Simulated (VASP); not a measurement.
# In4Sb in VASP: notebook

In4Sb is run at these levels: PBE; tasks: single point.

Everything below comes from runs of VASP 6.6.1. Logs are shortened: lines on timing, memory, paths and dates and some standing lists are left out, and cuts for length are marked.

### Step 1. The cell of the first run

The typed cell holds 5 atoms: a = 6.048 Å, b = 6.048 Å, c = 6.048 Å, α = 109.47°, β = 109.47°, γ = 109.47°.

The cell was generated, and may not be a known phase.

### Step 2. Single point, PBE

Input file INCAR:

```
SYSTEM = In4Sb
  ALGO = Normal
  EDIFF = 1E-6
  ENCUT = 520
  GGA = PE
  ISIF = 2
  ISMEAR = 0
  LASPH = .TRUE.
  LCHARG = .FALSE.
  LREAL = .FALSE.
  LWAVE = .FALSE.
  NBANDS = 36
  NELM = 100
  PREC = Accurate
  SIGMA = 0.1
```

Input file KPOINTS:

```
k-points
0
G
  4 4 4
  0 0 0
```

Input file POSCAR:

```
In4Sb
1.0
   -3.4916315875      3.4916315875      3.4916315875
    3.4916315875     -3.4916315875      3.4916315875
    3.4916315875      3.4916315875     -3.4916315875
In Sb
4 1
Direct
    0.4999359777      0.4999359777      0.4999359777
    0.5000640223      0.0000000000      0.0000000000
    0.0000000000      0.0000000000      0.5000640223
    0.0000000000      0.5000640223      0.0000000000
    0.0000000000      0.0000000000      0.0000000000
```

Potentials or basis: VASP PAW PBE potentials, release 64 (In_d, Sb).

The run is started by

```bash
$ cat potpaw_PBE.64/In_d/POTCAR potpaw_PBE.64/Sb/POTCAR > POTCAR
$ mpirun -np 1 vasp_std > vasp.out
```

OUTCAR:

```text
SYSTEM = In4Sb
   EDIFF = 1E-6
   ENCUT = 520
   GGA = PE
   ISIF = 2
   ISMEAR = 0
   LASPH = .TRUE.
   LREAL = .FALSE.
   NELM = 100
   PREC = Accurate

 ion  position               nearest neighbor table
   1  0.500  0.500  0.500-   5 3.02   5 3.02   2 3.49   4 3.49   2 3.49   3 3.49   4 3.49   3 3.49

   2  0.500  0.000  0.000-   5 3.02   5 3.02   1 3.49   3 3.49   3 3.49   4 3.49   4 3.49   1 3.49

   3  0.000  0.000  0.500-   5 3.02   5 3.02   2 3.49   2 3.49   4 3.49   4 3.49   1 3.49   1 3.49

   4  0.000  0.500  0.000-   5 3.02   5 3.02   1 3.49   3 3.49   3 3.49   1 3.49   2 3.49   2 3.49

   5  0.000  0.000  0.000-   1 3.02   2 3.02   3 3.02   4 3.02   4 3.02   3 3.02   2 3.02   1 3.02

  LATTYP: Found a body centered cubic cell.
 ALAT       =     6.9832631750

  Lattice vectors:

 A1 = (  -3.4916315875,   3.4916315875,   3.4916315875)
 A2 = (   3.4916315875,  -3.4916315875,   3.4916315875)
 A3 = (   3.4916315875,   3.4916315875,  -3.4916315875)

Analysis of symmetry for initial positions (statically):
=====================================================================
 Subroutine PRICEL returns:
 Original cell was already a primitive cell.

 Routine SETGRP: Setting up the symmetry group for a
 body centered cubic supercell.

 Subroutine GETGRP returns: Found 24 space group operations
 (whereof 24 operations were pure point group operations)
 out of a pool of 48 trial point group operations.

The static configuration has the point symmetry T_d .

Analysis of symmetry for dynamics (positions and initial velocities):
=====================================================================
 Subroutine PRICEL returns:
 Original cell was already a primitive cell.

 Routine SETGRP: Setting up the symmetry group for a
 body centered cubic supercell.

 Subroutine GETGRP returns: Found 24 space group operations
 (whereof 24 operations were pure point group operations)
 out of a pool of 48 trial point group operations.

The dynamic configuration has the point symmetry T_d .

 Subroutine INISYM returns: Found 24 space group operations
 (whereof 24 operations are pure point group operations),
 and found     1 'primitive' translations

----------------------------------------------------------------------------------------

                                     Primitive cell

  volume of cell :     170.2728

  direct lattice vectors                    reciprocal lattice vectors
    -3.491631588  3.491631588  3.491631588     0.000000000  0.143199529  0.143199529
     3.491631588 -3.491631588  3.491631588     0.143199529  0.000000000  0.143199529
     3.491631588  3.491631588 -3.491631588     0.143199529  0.143199529  0.000000000

  length of vectors
     6.047683311  6.047683311  6.047683311     0.202514717  0.202514717  0.202514717

  position of ions in fractional coordinates (direct lattice)
     0.499935978  0.499935978  0.499935978
     0.500064022  0.000000000  0.000000000
     0.000000000  0.000000000  0.500064022
     0.000000000  0.500064022  0.000000000
     0.000000000  0.000000000  0.000000000

  ion indices of the primitive-cell ions
   primitive index   ion index
                 1           1
                 2           2
                 3           3
                 4           4
                 5           5

----------------------------------------------------------------------------------------

 KPOINTS: k-points

Automatic generation of k-mesh.
 Grid dimensions read from file:
 generate k-points for:    4    4    4

 Generating k-lattice:

  Cartesian coordinates                     Fractional coordinates (reciprocal lattice)
     0.000000000  0.035799882  0.035799882     0.250000000  0.000000000  0.000000000
     0.035799882  0.000000000  0.035799882     0.000000000  0.250000000  0.000000000
     0.035799882  0.035799882  0.000000000     0.000000000  0.000000000  0.250000000

  Length of vectors
     0.050628679  0.050628679  0.050628679

  Shift w.r.t. Gamma in fractional coordinates (k-lattice)
     0.000000000  0.000000000  0.000000000

 Subroutine IBZKPT returns following result:
 ===========================================

 Found      8 irreducible k-points:

 Following reciprocal coordinates:
            Coordinates               Weight
  0.000000  0.000000  0.000000      1.000000
  0.250000  0.000000  0.000000     12.000000
  0.500000  0.000000  0.000000      6.000000
  0.250000  0.250000  0.000000     24.000000
  0.250000  0.250000  0.250000      2.000000
 -0.250000  0.250000  0.250000      6.000000
  0.500000  0.500000  0.250000     12.000000
  0.500000  0.500000  0.500000      1.000000
   k-points           NKPTS =      8   k-points in BZ     NKDIM =      8   number of bands    NBANDS=     36
   number of dos      NEDOS =    301   number of ions     NIONS =      5
   total plane-waves  NPLWV = 110592
   dimension x,y,z NGX =    48 NGY =   48 NGZ =   48
   dimension x,y,z NGXF=    96 NGYF=   96 NGZF=   96
   ions per type =               4   1
   NGX,Y,Z   is equivalent  to a cutoff of  13.19, 13.19, 13.19 a.u.
   NGXF,Y,Z  is equivalent  to a cutoff of  26.39, 26.39, 26.39 a.u.
 SYSTEM =  In4Sb
   PREC   = accura    normal or accurate (medium, high low for compatibility)
   ISTART =      0    job   : 0-new  1-cont  2-samecut
   ICHARG =      2    charge: 1-file 2-atom 10-const
   ISPIN  =      1    spin polarized calculation?
   LNONCOLLINEAR =      F non collinear calculations
   LSORBIT =      F    spin-orbit coupling
   LASPH  =      T    aspherical Exc in radial PAW
   ENCUT  =  520.0 eV  38.22 Ry    6.18 a.u.  11.24 11.24 11.24*2*pi/ulx,y,z
   NELM   =    100;   NELMIN=  2; NELMDL= -5     # of ELM steps
   EDIFF  = 0.1E-05   stopping-criterion for ELM
   LREAL  =      F    real-space projection
   EDIFFG = 0.1E-04   stopping-criterion for IOM
   NSW    =      0    number of steps for IOM
   IBRION =     -1    ionic relax: 0-MD 1-quasi-New 2-CG
   NFREE  =      0    steps in history (QN), initial steepest desc. (CG)
   ISIF   =      2    stress and relaxation
   ISYM   =      2    0-nonsym 1-usesym 2-fastsym
   POTIM  = 0.5000    time-step for ionic-motion
   TEBEG  =    0.0;   TEEND  =   0.0 temperature during run
   PSTRESS=    0.0 pullay stress
   NELECT =      57.0000    total number of electrons
   NUPDOWN=      -1.0000    fix difference up-down
   EMIN   =  10.00;   EMAX   =-10.00  energy-range for DOS
   EFERMI =   0.00;   METHOD = LEGACY
   ISMEAR =     0;   SIGMA  =   0.10  broadening in eV -4-tet -1-fermi 0-gaus
   EFERMI_NEDOS =   21; number of points for ismear=-14 and -15
   IALGO  =     38    algorithm
   IMIX   =      4    mixing-type and parameters
     AMIX     =   0.40;   BMIX     =  1.00
     AMIX_MAG =   1.60;   BMIX_MAG =  1.00
  volume/ion in A,a.u.               =      34.05       229.81
  Fermi-wavevector in a.u.,A,eV,Ry     =   1.136714  2.148079 17.580356  1.292120
  Thomas-Fermi vector in A             =   2.273420
   LORBIT       =      0    0 simple, 1 ext, 2 COOP (PROOUT), +10 PAW based schemes
   GGA     = PE    functional components
   LHFCALC =     F    Hartree Fock is set to
   AEXX    =    0.0000 exact exchange contribution
   IVDW    =     0    specifies the selected vdW correction
   LEPSILON=     F    determine dielectric tensor
   LRPA    =     F    only Hartree local field effects (RPA)
 non-spin polarized calculation
 Gauss-broadening in eV      SIGMA  =   0.10
  energy-cutoff  :      520.00
  volume of cell :      170.27
 maximum number of plane-waves:      4610
 NGX is ok and might be reduce to    48
   NGX = 23   NGY = 23   NGZ = 23

 number of electron      56.9999992 magnetization

 Free energy of the ion-electron system (eV)
  ---------------------------------------------------
  ext. energy  EPLUGINS =         0.00000000
  ---------------------------------------------------
  free energy    TOTEN  =       -13.18581159 eV

  energy without entropy =      -13.17766618  energy(sigma->0) =      -13.18173889

 E-fermi :   5.1768     XC(G=0):  -8.9056

 val. band max:        5.1030913812   @ k =  -0.2500   0.2500   0.2500
 cond. band min:       5.2384958149   @ k =   0.5000   0.0000   0.0000
 fundamental gap:      0.1354044337
 Fermi energy:         5.1767916967

 k-point     1 :       0.0000    0.0000    0.0000
  band No.  band energies     occupation
      1      -9.7723      2.00000
      2      -9.6187      2.00000
      3      -9.6187      2.00000
      4      -9.5152      2.00000
      5      -9.5152      2.00000
      6      -9.5152      2.00000
[... 28 lines left out ...]
     35       8.8978      0.00000
     36       8.8978      0.00000

 k-point     2 :       0.2500    0.0000    0.0000
  band No.  band energies     occupation
      1      -9.7160      2.00000
      2      -9.6014      2.00000
      3      -9.5755      2.00000
      4      -9.5317      2.00000
      5      -9.4986      2.00000
      6      -9.4981      2.00000
[... 28 lines left out ...]
     35       9.0999      0.00000
     36       9.5628      0.00000

 k-point     3 :       0.5000    0.0000    0.0000
  band No.  band energies     occupation
      1      -9.6263      2.00000
      2      -9.5768      2.00000
      3      -9.5615      2.00000
      4      -9.5449      2.00000
      5      -9.4937      2.00000
      6      -9.4814      2.00000
[... 28 lines left out ...]
     35       8.1731      0.00000
     36       8.8651      0.00000

 k-point     4 :       0.2500    0.2500    0.0000
  band No.  band energies     occupation
      1      -9.6370      2.00000
      2      -9.5676      2.00000
      3      -9.5392      2.00000
      4      -9.5254      2.00000
      5      -9.5133      2.00000
      6      -9.5111      2.00000
[... 28 lines left out ...]
     35       8.7012      0.00000
     36       9.4855      0.00000

 k-point     5 :       0.2500    0.2500    0.2500
  band No.  band energies     occupation
      1      -9.5998      2.00000
      2      -9.5142      2.00000
      3      -9.5142      2.00000
      4      -9.5142      2.00000
      5      -9.4627      2.00000
      6      -9.4627      2.00000
[... 28 lines left out ...]
     35       7.4939      0.00000
     36       7.4939      0.00000

 k-point     6 :      -0.2500    0.2500    0.2500
  band No.  band energies     occupation
      1      -9.6720      2.00000
      2      -9.6108      2.00000
      3      -9.5490      2.00000
      4      -9.5490      2.00000
      5      -9.5253      2.00000
      6      -9.5195      2.00000
[... 28 lines left out ...]
     35       9.2624      0.00000
     36       9.4898      0.00000

 k-point     7 :       0.5000    0.5000    0.2500
  band No.  band energies     occupation
      1      -9.6027      2.00000
      2      -9.5875      2.00000
      3      -9.5852      2.00000
      4      -9.5708      2.00000
      5      -9.5598      2.00000
      6      -9.5503      2.00000
[... 28 lines left out ...]
     35       9.6530      0.00000
     36       9.7022      0.00000

 k-point     8 :       0.5000    0.5000    0.5000
  band No.  band energies     occupation
      1      -9.6034      2.00000
      2      -9.6034      2.00000
      3      -9.6034      2.00000
      4      -9.5826      2.00000
      5      -9.5826      2.00000
      6      -9.5826      2.00000
[... 28 lines left out ...]
     35      10.9727      0.00000
     36      10.9727      0.00000

------------------------ aborting loop because EDIFF is reached ----------------------------------------

  FORCE on cell =-STRESS in cart. coord.  units (eV):
  Direction    XX          YY          ZZ          XY          YZ          ZX
  --------------------------------------------------------------------------------------
  -------------------------------------------------------------------------------------
  Total       -0.0579027     -0.0579027     -0.0579027      0.0000000     -0.0000000      0.0000000
  in kB       -0.5448341     -0.5448341     -0.5448341      0.0000000     -0.0000000      0.0000000
  external PRESSURE =      -0.5448341 kB  Pullay stress =       0.0000000 kB

 VOLUME and BASIS-vectors are now :
 -----------------------------------------------------------------------------
  energy-cutoff  :      520.00
  volume of cell :      170.27
      direct lattice vectors                 reciprocal lattice vectors
    -3.491631588  3.491631588  3.491631588     0.000000000  0.143199529  0.143199529
     3.491631588 -3.491631588  3.491631588     0.143199529  0.000000000  0.143199529
     3.491631588  3.491631588 -3.491631588     0.143199529  0.143199529  0.000000000

 POSITION                                       TOTAL-FORCE (eV/Angst)
 -----------------------------------------------------------------------------------
      1.74559      1.74559      1.74559         0.000983      0.000983      0.000983
     -1.74604      1.74604      1.74604         0.000983     -0.000983     -0.000983
      1.74604      1.74604     -1.74604        -0.000983     -0.000983      0.000983
      1.74604     -1.74604      1.74604        -0.000983      0.000983     -0.000983
      0.00000      0.00000      0.00000        -0.000000     -0.000000      0.000000
 -----------------------------------------------------------------------------------
    total drift:                                0.000000      0.000000      0.000000

  FREE ENERGIE OF THE ION-ELECTRON SYSTEM (eV)
  ---------------------------------------------------
  free  energy   TOTEN  =       -13.1858115926 eV

  energy  without entropy=      -13.1776661830  energy(sigma->0) =      -13.18173889
```

It took 68 s on 1 thread of Intel Xeon Platinum 8259CL at 2.50GHz (Skylake/Cascade Lake), shared host; peak memory 0.33 GiB.

What came out:

```yaml
Free_energy: -13.1858 eV
Pressure: -0.1 GPa
Band_gap_on_the_k_mesh: zero (an odd number of electrons rules out a gap without spin polarisation)
```

Caveat: spin-orbit coupling is left out, which moves the levels of the heavy elements.

### Step 3. Single point, PBE

This run uses another cell than the first one, of 35.64 Å³/atom.

Input file INCAR:

```
SYSTEM = In4Sb
  PREC = Accurate
  ENCUT = 520
  EDIFF = 1E-6
  ISMEAR = 0
  SIGMA = 0.1
  LREAL = .FALSE.
  LASPH = .TRUE.
  NELM = 60
  ALGO = Fast
  ISIF = 2
  LWAVE = .FALSE.
  LCHARG = .FALSE.
  GGA = PE
  NBANDS = 36
```

Input file KPOINTS:

```
regular mesh
0
G
  8 8 8
  0 0 0
```

Input file POSCAR:

```
In4Sb
1.0
   -3.5451017609      3.5451017609      3.5451017609
    3.5451017609     -3.5451017609      3.5451017609
    3.5451017609      3.5451017609     -3.5451017609
In Sb
4 1
Direct
    0.5000000000      0.5000000000      0.5000000000
    0.5000000000      0.0000000000      0.0000000000
    0.0000000000      0.0000000000      0.5000000000
    0.0000000000      0.5000000000      0.0000000000
    0.0000000000      0.0000000000      0.0000000000
```

Potentials or basis: VASP PAW PBE potentials, release 64 (In_d, Sb).

The run is started by

```bash
$ cat potpaw_PBE.64/In_d/POTCAR potpaw_PBE.64/Sb/POTCAR > POTCAR
$ mpirun -np 1 vasp_std > vasp.out
```

OUTCAR:

```text
SYSTEM = In4Sb
   PREC = Accurate
   ENCUT = 520
   EDIFF = 1E-6
   ISMEAR = 0
   LREAL = .FALSE.
   LASPH = .TRUE.
   NELM = 60
   ISIF = 2
   GGA = PE

 ion  position               nearest neighbor table
   1  0.500  0.500  0.500-   5 3.07   5 3.07   4 3.55   2 3.55   2 3.55   4 3.55   3 3.55   3 3.55

   2  0.500  0.000  0.000-   5 3.07   5 3.07   4 3.55   1 3.55   1 3.55   3 3.55   3 3.55   4 3.55

   3  0.000  0.000  0.500-   5 3.07   5 3.07   4 3.55   1 3.55   2 3.55   4 3.55   2 3.55   1 3.55

[... 1138 lines left out ...]
 [... further k-points ...]
[... 5 lines left out ...]
  --------------------------------------------------------------------------------------
  -------------------------------------------------------------------------------------
  Total        0.0885174      0.0885174      0.0885174     -0.0000000      0.0000000      0.0000000
  in kB        0.7957802      0.7957802      0.7957802     -0.0000000      0.0000000      0.0000000
  external PRESSURE =       0.7957802 kB  Pullay stress =       0.0000000 kB

 VOLUME and BASIS-vectors are now :
 -----------------------------------------------------------------------------
  energy-cutoff  :      520.00
  volume of cell :      178.22
      direct lattice vectors                 reciprocal lattice vectors
    -3.545101761  3.545101761  3.545101761     0.000000000  0.141039675  0.141039675
     3.545101761 -3.545101761  3.545101761     0.141039675  0.000000000  0.141039675
     3.545101761  3.545101761 -3.545101761     0.141039675  0.141039675  0.000000000

 POSITION                                       TOTAL-FORCE (eV/Angst)
 -----------------------------------------------------------------------------------
      1.77255      1.77255      1.77255         0.000000      0.000000      0.000000
     -1.77255      1.77255      1.77255        -0.000000     -0.000000     -0.000000
      1.77255      1.77255     -1.77255        -0.000000     -0.000000      0.000000
      1.77255     -1.77255      1.77255         0.000000      0.000000      0.000000
      0.00000      0.00000      0.00000         0.000000      0.000000      0.000000
 -----------------------------------------------------------------------------------
    total drift:                                0.000000      0.000000     -0.000000

  FREE ENERGIE OF THE ION-ELECTRON SYSTEM (eV)
  ---------------------------------------------------
  free  energy   TOTEN  =       -12.9880763051 eV

  energy  without entropy=      -12.9616064999  energy(sigma->0) =      -12.97484140
```

OSZICAR:

```text
N       E                     dE             d eps       ncg     rms          rms(c)
DAV:   1     0.527801516049E+03    0.52780E+03   -0.26151E+04  2088   0.181E+03
DAV:   2     0.409278703184E+02   -0.48687E+03   -0.48016E+03  2088   0.458E+02
DAV:   3    -0.107977832247E+02   -0.51726E+02   -0.50949E+02  2448   0.173E+02
DAV:   4    -0.130898163972E+02   -0.22920E+01   -0.22809E+01  2404   0.402E+01
DAV:   5    -0.131938934664E+02   -0.10408E+00   -0.10405E+00  3100   0.746E+00    0.416E+00
RMM:   6    -0.129957773450E+02    0.19812E+00   -0.35204E-01  2241   0.398E+00    0.230E+00
RMM:   7    -0.129884852849E+02    0.72921E-02   -0.12049E-01  2501   0.182E+00    0.874E-01
RMM:   8    -0.129874904795E+02    0.99481E-03   -0.26715E-02  2579   0.139E+00    0.121E-01
RMM:   9    -0.129877191595E+02   -0.22868E-03   -0.93751E-03  2832   0.645E-01    0.152E-01
RMM:  10    -0.129880412818E+02   -0.32212E-03   -0.32841E-03  3407   0.374E-01    0.157E-01
RMM:  11    -0.129880887724E+02   -0.47491E-04   -0.49191E-04  3466   0.116E-01    0.182E-01
RMM:  12    -0.129880695000E+02    0.19272E-04   -0.21509E-04  2368   0.104E-01    0.164E-01
RMM:  13    -0.129880780657E+02   -0.85657E-05   -0.62253E-05  2827   0.493E-02    0.131E-01
RMM:  14    -0.129880770504E+02    0.10153E-05   -0.20578E-05  2634   0.270E-02    0.128E-01
RMM:  15    -0.129880763051E+02    0.74534E-06   -0.59708E-06  2015   0.137E-02
   1 F= -.12988076E+02 E0= -.12974841E+02  d E =-.264698E-01
```

It took 6.6 min on 1 thread of Intel Xeon Platinum 8259CL at 2.50GHz (Skylake/Cascade Lake), shared host; peak memory 0.4 GiB.

What came out:

```yaml
Free_energy: -12.9881 eV
Pressure: 0.1 GPa
Band_gap_on_the_k_mesh: zero (an odd number of electrons rules out a gap without spin polarisation)
```

Caveat: spin-orbit coupling is left out, which moves the levels of the heavy elements.

The gap in the log of VASP goes by the Fermi energy; the results here count the filled bands.